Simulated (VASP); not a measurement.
Here is a VASP 6.6.1 calculation.

File INCAR:

```
PREC = Accurate
ENCUT = 520
EDIFF = 1E-7
ISMEAR = -1
SIGMA = 0.02
LREAL = F
LASPH = T
NELM = 100
ALGO = Normal
ISIF = 2
LWAVE = F
LCHARG = F
NBANDS = 11
```

The input KPOINTS:

```
regular mesh
0
Gamma
  8 8 8
```

Contents of POSCAR:

```
MgS
1.0
    0.0000000000      2.5645969784      2.5645969784
    2.5645969784      0.0000000000      2.5645969784
    2.5645969784      2.5645969784      0.0000000000
Mg S
1 1
Direct
    0.0000000000      0.0000000000      0.0000000000
    0.5000000000      0.5000000000      0.5000000000
```

Potentials or basis: VASP PAW LDA potentials, release 64 (Mg, S).

Launch:

```console
$ cat potpaw_LDA.64/Mg/POTCAR potpaw_LDA.64/S/POTCAR > POTCAR
$ mpirun -np 1 vasp_std > vasp.out
```

Problem. Predict the pressure.

Solution. -0.6 GPa.

Problem. What does it give for the band gap on the k mesh?

Solution. 2.65 eV (least direct gap 3.84 eV).

A k mesh can miss the band edges. LDA gaps usually lie below the measured ones, often by a third to a half.
